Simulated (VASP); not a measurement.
# Rh (Fm-3m) in VASP: further runs

The runs below take Rh through single point, with PBE.

All numbers are computed with VASP 6.6.1; they aren't measurements. Logs are shortened: lines on timing, memory, paths and dates and some standing lists are left out, and cuts for length are marked.

## Step 1: The cell of the first run

The structure is cubic, space group Fm-3m (No. 225). Conventional cell: a = 3.780 Å, b = 3.780 Å, c = 3.780 Å, α = 90.00°, β = 90.00°, γ = 90.00°. Within 3.5 Å of Rh (site symmetry m-3m) lie 12 Rh at 2.67 Å.

## Step 2: Single point, PBE

The input, INCAR:

```
ALGO     = Normal         # electronic algorithm
EDIFF    = 1E-6           # SCF threshold, eV
ENCUT    = 500            # plane-wave cutoff, eV
GGA      = PE             # functional
GGA_COMPAT= False        
ISIF     = 2              # what is computed and relaxed
ISMEAR   = 0              # smearing method
LASPH    = True           # aspherical terms in the spheres
LCHARG   = False          # write CHGCAR
LREAL    = False          # projectors in reciprocal space
LWAVE    = False          # write WAVECAR
NBANDS   = 14             # bands
NELM     = 120            # most SCF steps
PREC     = Accurate       # precision mode
SIGMA    = 0.1            # smearing width, eV
```

The input, KPOINTS:

```
k-points
0
Gamma
  8 8 8
```

The input, POSCAR:

```
Rh
1.0
    0.0000000000      1.8900000000      1.8900000000
    1.8900000000      0.0000000000      1.8900000000
    1.8900000000      1.8900000000      0.0000000000
Rh
1
Direct
    0.0000000000      0.0000000000      0.0000000000
```

Potentials or basis: VASP PAW PBE potentials, release 64 (Rh_pv).

The run is started by

```sh
$ cat potpaw_PBE.64/Rh_pv/POTCAR > POTCAR
$ mpirun -np 1 vasp_std > vasp.out
```

OUTCAR:

```text
EDIFF = 1E-6
   ENCUT = 500
   GGA = PE
   ISIF = 2
   ISMEAR = 0
   LASPH = True
   LREAL = False
   NELM = 120
   PREC = Accurate

 ion  position               nearest neighbor table
   1  0.000  0.000  0.000-

  LATTYP: Found a face centered cubic cell.
 ALAT       =     3.7800000000

  Lattice vectors:

 A1 = (   0.0000000000,   1.8900000000,   1.8900000000)
 A2 = (   1.8900000000,   0.0000000000,   1.8900000000)
 A3 = (   1.8900000000,   1.8900000000,   0.0000000000)

Analysis of symmetry for initial positions (statically):
=====================================================================
 Subroutine PRICEL returns:
 Original cell was already a primitive cell.

 Routine SETGRP: Setting up the symmetry group for a
 face centered cubic supercell.

 Subroutine GETGRP returns: Found 48 space group operations
 (whereof 48 operations were pure point group operations)
 out of a pool of 48 trial point group operations.

The static configuration has the point symmetry O_h .

Analysis of symmetry for dynamics (positions and initial velocities):
=====================================================================
 Subroutine PRICEL returns:
 Original cell was already a primitive cell.

 Routine SETGRP: Setting up the symmetry group for a
 face centered cubic supercell.

 Subroutine GETGRP returns: Found 48 space group operations
 (whereof 48 operations were pure point group operations)
 out of a pool of 48 trial point group operations.

The dynamic configuration has the point symmetry O_h .

 Subroutine INISYM returns: Found 48 space group operations
 (whereof 48 operations are pure point group operations),
 and found     1 'primitive' translations

----------------------------------------------------------------------------------------

                                     Primitive cell

  volume of cell :      13.5025

  direct lattice vectors                    reciprocal lattice vectors
     0.000000000  1.890000000  1.890000000    -0.264550265  0.264550265  0.264550265
     1.890000000  0.000000000  1.890000000     0.264550265 -0.264550265  0.264550265
     1.890000000  1.890000000  0.000000000     0.264550265  0.264550265 -0.264550265

  length of vectors
     2.672863633  2.672863633  2.672863633     0.458214499  0.458214499  0.458214499

  position of ions in fractional coordinates (direct lattice)
     0.000000000  0.000000000  0.000000000

  ion indices of the primitive-cell ions
   primitive index   ion index
                 1           1

----------------------------------------------------------------------------------------

 KPOINTS: k-points

Automatic generation of k-mesh.
 Grid dimensions read from file:
 generate k-points for:    8    8    8

 Generating k-lattice:

  Cartesian coordinates                     Fractional coordinates (reciprocal lattice)
    -0.033068783  0.033068783  0.033068783     0.125000000  0.000000000  0.000000000
     0.033068783 -0.033068783  0.033068783     0.000000000  0.125000000  0.000000000
     0.033068783  0.033068783 -0.033068783     0.000000000  0.000000000  0.125000000

  Length of vectors
     0.057276812  0.057276812  0.057276812

  Shift w.r.t. Gamma in fractional coordinates (k-lattice)
     0.000000000  0.000000000  0.000000000

 Subroutine IBZKPT returns following result:
 ===========================================

 Found     29 irreducible k-points:

 Following reciprocal coordinates:
            Coordinates               Weight
  0.000000  0.000000  0.000000      1.000000
  0.125000  0.000000  0.000000      8.000000
  0.250000  0.000000  0.000000      8.000000
  0.375000  0.000000  0.000000      8.000000
  0.500000  0.000000  0.000000      4.000000
  0.125000  0.125000  0.000000      6.000000
[... 16 lines left out ...]
  0.500000  0.250000  0.125000     48.000000
 -0.375000  0.250000  0.125000     24.000000
 [... further k-points ...]
   k-points           NKPTS =     29   k-points in BZ     NKDIM =     29   number of bands    NBANDS=     14
   number of dos      NEDOS =    301   number of ions     NIONS =      1
   total plane-waves  NPLWV =   8000
   dimension x,y,z NGX =    20 NGY =   20 NGZ =   20
   dimension x,y,z NGXF=    40 NGYF=   40 NGZF=   40
   ions per type =               1
   NGX,Y,Z   is equivalent  to a cutoff of  12.44, 12.44, 12.44 a.u.
   NGXF,Y,Z  is equivalent  to a cutoff of  24.88, 24.88, 24.88 a.u.
 SYSTEM =  unknown system
   PREC   = accura    normal or accurate (medium, high low for compatibility)
   ISTART =      0    job   : 0-new  1-cont  2-samecut
   ICHARG =      2    charge: 1-file 2-atom 10-const
   ISPIN  =      1    spin polarized calculation?
   LNONCOLLINEAR =      F non collinear calculations
   LSORBIT =      F    spin-orbit coupling
   LASPH  =      T    aspherical Exc in radial PAW
   ENCUT  =  500.0 eV  36.75 Ry    6.06 a.u.   4.87  4.87  4.87*2*pi/ulx,y,z
   NELM   =    120;   NELMIN=  2; NELMDL= -5     # of ELM steps
   EDIFF  = 0.1E-05   stopping-criterion for ELM
   LREAL  =      F    real-space projection
   EDIFFG = 0.1E-04   stopping-criterion for IOM
   NSW    =      0    number of steps for IOM
   IBRION =     -1    ionic relax: 0-MD 1-quasi-New 2-CG
   NFREE  =      0    steps in history (QN), initial steepest desc. (CG)
   ISIF   =      2    stress and relaxation
   ISYM   =      2    0-nonsym 1-usesym 2-fastsym
   POTIM  = 0.5000    time-step for ionic-motion
   TEBEG  =    0.0;   TEEND  =   0.0 temperature during run
   PSTRESS=    0.0 pullay stress
   NELECT =      15.0000    total number of electrons
   NUPDOWN=      -1.0000    fix difference up-down
   EMIN   =  10.00;   EMAX   =-10.00  energy-range for DOS
   EFERMI =   0.00;   METHOD = LEGACY
   ISMEAR =     0;   SIGMA  =   0.10  broadening in eV -4-tet -1-fermi 0-gaus
   EFERMI_NEDOS =   21; number of points for ismear=-14 and -15
   IALGO  =     38    algorithm
   IMIX   =      4    mixing-type and parameters
     AMIX     =   0.40;   BMIX     =  1.00
     AMIX_MAG =   1.60;   BMIX_MAG =  1.00
  volume/ion in A,a.u.               =      13.50        91.12
  Fermi-wavevector in a.u.,A,eV,Ry     =   1.695509  3.204048 39.113361  2.874751
  Thomas-Fermi vector in A             =   2.776540
   LORBIT       =      0    0 simple, 1 ext, 2 COOP (PROOUT), +10 PAW based schemes
   GGA     = PE    functional components
   LHFCALC =     F    Hartree Fock is set to
   AEXX    =    0.0000 exact exchange contribution
   IVDW    =     0    specifies the selected vdW correction
   LEPSILON=     F    determine dielectric tensor
   LRPA    =     F    only Hartree local field effects (RPA)
 non-spin polarized calculation
 Gauss-broadening in eV      SIGMA  =   0.10
  energy-cutoff  :      500.00
  volume of cell :       13.50
 maximum number of plane-waves:       360
   NGX =  9   NGY =  9   NGZ =  9

 number of electron      15.0000006 magnetization

 Free energy of the ion-electron system (eV)
  ---------------------------------------------------
  ext. energy  EPLUGINS =         0.00000000
  ---------------------------------------------------
  free energy    TOTEN  =        -7.21070006 eV

  energy without entropy =       -7.20146928  energy(sigma->0) =       -7.20608467

 E-fermi :  12.2740     XC(G=0): -14.1435

 val. band max:       12.2479268716   @ k =  -0.3750   0.2500   0.0000
 cond. band min:      12.3424127625   @ k =   0.3750   0.0000   0.0000
 fundamental gap:      0.0944858909
 Fermi energy:        12.2740133636

 k-point     1 :       0.0000    0.0000    0.0000
  band No.  band energies     occupation
      1     -34.1369      2.00000
      2     -34.1369      2.00000
      3     -34.1369      2.00000
      4       4.1466      2.00000
      5       9.0916      2.00000
      6       9.0916      2.00000
      7       9.0916      2.00000
      8      11.2483      2.00000
      9      11.2483      2.00000
     10      28.2105      0.00000
     11      32.7877      0.00000
     12      33.7878      0.00000
     13      33.7878      0.00000
     14      33.7878      0.00000

 k-point     2 :       0.1250    0.0000    0.0000
  band No.  band energies     occupation
      1     -34.2550      2.00000
      2     -34.1528      2.00000
      3     -34.1528      2.00000
      4       4.7597      2.00000
      5       8.8499      2.00000
      6       9.3123      2.00000
      7       9.3123      2.00000
      8      11.1443      2.00000
      9      11.1443      2.00000
     10      29.0596      0.00000
     11      31.2217      0.00000
     12      32.7891      0.00000
     13      34.7093      0.00000
     14      34.7093      0.00000

 k-point     3 :       0.2500    0.0000    0.0000
  band No.  band energies     occupation
      1     -34.5345      2.00000
      2     -34.1910      2.00000
      3     -34.1910      2.00000
      4       5.9525      2.00000
      5       8.9657      2.00000
      6       9.4633      2.00000
      7       9.4633      2.00000
      8      11.4112      2.00000
      9      11.4112      2.00000
     10      27.4828      0.00000
     11      29.8716      0.00000
     12      32.7884      0.00000
     13      36.8961      0.00000
     14      36.8961      0.00000
[... 324 lines left out ...]
 k-point    23 :       0.5000    0.2500    0.1250
  band No.  band energies     occupation
      1     -34.7486      2.00000
      2     -34.4224      2.00000
      3     -34.2856      2.00000
      4       7.1973      2.00000
      5       8.2406      2.00000
      6       8.7976      2.00000
      7      10.4924      2.00000
      8      12.1301      1.95816
      9      15.4631      0.00000
     10      24.0573      0.00000
     11      28.3029      0.00000
     12      30.1453      0.00000
     13      32.7904      0.00000
     14      34.8423      0.00000

 k-point    24 :      -0.3750    0.2500    0.1250
  band No.  band energies     occupation
      1     -34.8115      2.00000
      2     -34.4495      2.00000
      3     -34.3102      2.00000
      4       7.1246      2.00000
      5       7.9908      2.00000
      6       9.5243      2.00000
      7      10.1952      2.00000
      8      12.6523      0.00000
      9      17.7580      0.00000
     10      20.8573      0.00000
     11      28.4490      0.00000
     12      29.2906      0.00000
     13      32.7905      0.00000
     14      33.5881      0.00000

 [... further k-points ...]
[... 5 lines left out ...]
  --------------------------------------------------------------------------------------
  -------------------------------------------------------------------------------------
  Total        1.0268409      1.0268409      1.0268409     -0.0000000      0.0000000      0.0000000
  in kB      121.8423640    121.8423640    121.8423640     -0.0000000      0.0000000      0.0000000
  external PRESSURE =     121.8423640 kB  Pullay stress =       0.0000000 kB

 VOLUME and BASIS-vectors are now :
 -----------------------------------------------------------------------------
  energy-cutoff  :      500.00
  volume of cell :       13.50
      direct lattice vectors                 reciprocal lattice vectors
     0.000000000  1.890000000  1.890000000    -0.264550265  0.264550265  0.264550265
     1.890000000  0.000000000  1.890000000     0.264550265 -0.264550265  0.264550265
     1.890000000  1.890000000  0.000000000     0.264550265  0.264550265 -0.264550265

 POSITION                                       TOTAL-FORCE (eV/Angst)
 -----------------------------------------------------------------------------------
      0.00000      0.00000      0.00000         0.000000      0.000000      0.000000
 -----------------------------------------------------------------------------------
    total drift:                                0.000000      0.000000      0.000000

  FREE ENERGIE OF THE ION-ELECTRON SYSTEM (eV)
  ---------------------------------------------------
  free  energy   TOTEN  =        -7.2107000584 eV

  energy  without entropy=       -7.2014692827  energy(sigma->0) =       -7.20608467
```

Run time: 3.6 s. Hardware: 1 thread of Intel Xeon Platinum 8375C at 2.90GHz (Ice Lake), shared host; peak memory 0.12 GiB.

Results:

```yaml
Free_energy: -7.2107 eV
Pressure: 12.2 GPa
```

## Step 3: Single point, PBE

This run uses another cell than the first one, of 14.05 Å³/atom, 1.040 times its volume.

The input, INCAR:

```
PREC     = Accurate       # precision mode
ENCUT    = 500            # plane-wave cutoff, eV
EDIFF    = 1E-6           # SCF threshold, eV
ISMEAR   = 0              # smearing method
SIGMA    = 0.1            # smearing width, eV
LREAL    = F              # projectors in reciprocal space
LASPH    = T              # aspherical terms in the spheres
NELM     = 120            # most SCF steps
ALGO     = Normal         # electronic algorithm
ISIF     = 2              # what is computed and relaxed
LWAVE    = F              # write WAVECAR
LCHARG   = F              # write CHGCAR
GGA      = PE             # functional
NBANDS   = 14             # bands
GGA_COMPAT= F
```

The input, KPOINTS:

```
regular mesh
0
Gamma
  18 18 18
```

The input, POSCAR:

```
Rh
1.0
    0.0000000000      1.9150505871      1.9150505871
    1.9150505871      0.0000000000      1.9150505871
    1.9150505871      1.9150505871      0.0000000000
Rh
1
Direct
    0.0000000000      0.0000000000      0.0000000000
```

Potentials or basis: VASP PAW PBE potentials, release 64 (Rh_pv).

The run is started by

```sh
$ cat potpaw_PBE.64/Rh_pv/POTCAR > POTCAR
$ mpirun -np 1 vasp_std > vasp.out
```

Run time: 17 s. Hardware: 1 thread of Intel Xeon Platinum 8375C at 2.90GHz (Ice Lake), shared host; peak memory 0.14 GiB.

The run converged. Its results:

```
Free energy : -7.2617 eV
Pressure    : 0.0 GPa
```

Levels at points of the mesh, in eV from the Fermi level:
```
           k point  band 4  band 5  band 6  band 7  band 8  band 9  band 10  band 11
(0.00, 0.00, 0.00)   -7.80   -2.98   -2.98   -2.98   -0.97   -0.97    16.01    20.58
(0.50, 0.00, 0.00)   -5.94   -3.06   -3.06    0.54    0.54    0.76     8.42    15.50
(0.50, 0.50, 0.00)   -6.12   -5.76    0.51    0.94    0.94    3.24    12.00    13.20
```
